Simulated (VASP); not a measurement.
## Ti3HO7 (a cell with a defect): single point with PBEsol

System: Ti3HO7 (a cell with a defect).

```
CELL_PARAMETERS angstrom
4.59141 0.00000 0.00000
0.00000 4.59141 0.00000
0.00000 0.00000 5.87774
ATOMIC_POSITIONS crystal
Ti 0.00993 0.99110 0.02122
Ti 0.98878 0.97888 0.49946
Ti 0.50924 0.53106 0.78620
O 0.33947 0.31598 0.01167
O 0.67766 0.68833 0.99574
O 0.73050 0.71672 0.51960
O 0.16647 0.76431 0.25968
O 0.18771 0.78376 0.74282
O 0.74016 0.17310 0.25568
O 0.76995 0.22596 0.76561
H 0.29475 0.28374 0.50412
```

```json
{
 "Program": "VASP 6.6.1",
 "Task": "single point",
 "Functional": "PBEsol",
 "Potentials or basis": "VASP PAW PBE potentials, release 64 (Ti_sv, O, H)",
 "Cutoff": "520 eV",
 "k mesh": "2 × 2 × 2, shifted",
 "Occupations": "fermi-dirac, width 0.05 eV",
 "Spin": "collinear spin",
 "Starting moments": "[0.0, 0.41, 0.41, 0.41, 0.41, 0.41, 0.41, 0.0, 0.41, 0.0, 0.41] μB"
}
```

| Quantity | Value |
| --- | --- |
| Largest force | 5.897 eV/Å |
| Net moment | 1.00 μB per cell |
| Site moments | Ti -0.03, -0.01, -0.02; O +0.19, +0.04, +0.08, +0.03, +0.15, +0.12 (each value once); H +0.14 μB |
| Valence electrons inside the program's atomic spheres | Ti 10.26, 10.63, 10.92; O 4.98, 5.10, 5.07, 5.00, 5.11, 4.92, 5.04; H 0.50 |

Forces in eV/Å, atoms in the order of the input:
```
Ti  -0.673  0.883  1.648
Ti  -1.715  0.076 -1.226
Ti  -1.035 -1.666 -2.197
O   -3.805 -2.979 -0.367
O    3.636  3.964  2.415
O   -2.009 -1.188  0.894
O   -0.375  2.571 -0.964
O   -0.395  1.558  0.921
O    3.712 -1.046 -0.518
O    2.669 -2.242 -0.841
H   -0.012  0.068  0.235
```

Levels at points of the mesh, in eV from the Fermi level:
Spin up:
```tsv
k point	band 37	band 38	band 39	band 40	band 41	band 42	band 43	band 44	band 45	band 46
(0.25, 0.25, 0.25)	-1.07	-0.87	-0.73	-0.57	-0.39	2.25	2.53	2.66	3.28	3.37
```
Spin down:
```
           k point  band 37  band 38  band 39  band 40  band 41  band 42  band 43  band 44
(0.25, 0.25, 0.25)    -0.95    -0.66    -0.40    -0.17     0.09     2.26     2.54     2.67
```

Wall time 2.5 min on 1 thread of Intel Xeon 8259CL (shared host), peak memory 0.29 GiB.

Caveat: the k points lie up to 0.68 Å⁻¹ apart; the cell carries a net charge on a neutralising background, which shifts energy and pressure; the cell is charged against a uniform background, so pressure and absolute levels hang on convention; the PAW data sets were made with another functional, which shifts forces and pressure a little.
